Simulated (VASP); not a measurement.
AsPb4:

```
CELL_PARAMETERS angstrom
4.25390 0.00000 0.00000
-2.12695 3.68399 0.00000
0.00000 0.00000 9.12988
ATOMIC_POSITIONS crystal
As 0.00000 0.00000 0.00000
Pb 0.33333 0.66667 0.00000
Pb 0.66667 0.33333 0.00000
Pb 0.00000 0.00000 0.37276
Pb 0.00000 0.00000 0.62724
```

| Item | Value |
| --- | --- |
| Program | VASP 6.6.1 |
| Task | relaxation of cell and atoms |
| Functional | PBE |
| Potentials or basis | VASP PAW PBE potentials, release 64 (As, Pb_d) |
| Cutoff | 600 eV |
| k mesh | 6 × 6 × 2 |
| Occupations | gaussian, width 0.1 eV |
| Spin | no spin polarisation |

At the start: pressure 51.0 GPa; volume 28.62 Å³/atom.

**Question.** How do energy, volume and symmetry change on relaxing?

**Answer.** Over 18 steps the energy falls by 2778.9 meV/atom and the volume is 47.01 Å³/atom (+64.3 %); space group P6/mmm (No. 191, to 0.05 Å).

The path:
```csv
step,energy change (eV),largest force (eV/Å),pressure (GPa),volume (Å³)
1,0.0000,9.6321,51.00,143.08
2,-9.9591,0.4832,-3.77,417.44
3,-13.2000,0.4708,-1.24,253.12
4,-13.2020,0.4950,-1.01,250.53
5,-13.5026,0.8836,-0.62,241.19
6,-13.5500,1.0974,-0.21,236.72
7,-13.5506,1.1320,-0.14,236.02
8,-13.6605,0.8195,0.16,231.67
9,-13.7966,0.4662,0.93,222.70
10,-12.9992,2.9070,6.84,205.28
11,-13.7909,0.4708,1.04,221.73
12,-13.7202,0.4185,2.87,213.43
13,-13.7968,0.3684,1.28,220.12
14,-13.8847,0.1953,-0.16,234.14
15,-13.8855,0.1756,-0.29,235.80
16,-13.8935,0.0033,-0.02,234.90
17,-13.8936,0.0152,0.02,234.80
18,-13.8945,0.0107,0.01,235.03
```

Final structure:
```
CELL_PARAMETERS angstrom
5.50943 0.00000 0.00000
-2.75471 4.77130 0.00000
0.00000 0.00000 8.94094
ATOMIC_POSITIONS crystal
As 0.00000 0.00000 0.00000
Pb 0.33333 0.66667 0.00000
Pb 0.66667 0.33333 0.00000
Pb 0.00000 0.00000 0.30276
Pb 0.00000 0.00000 0.69724
```

Caveat: the volume moved by over 15 % at a fixed basis, so the end points are rough.
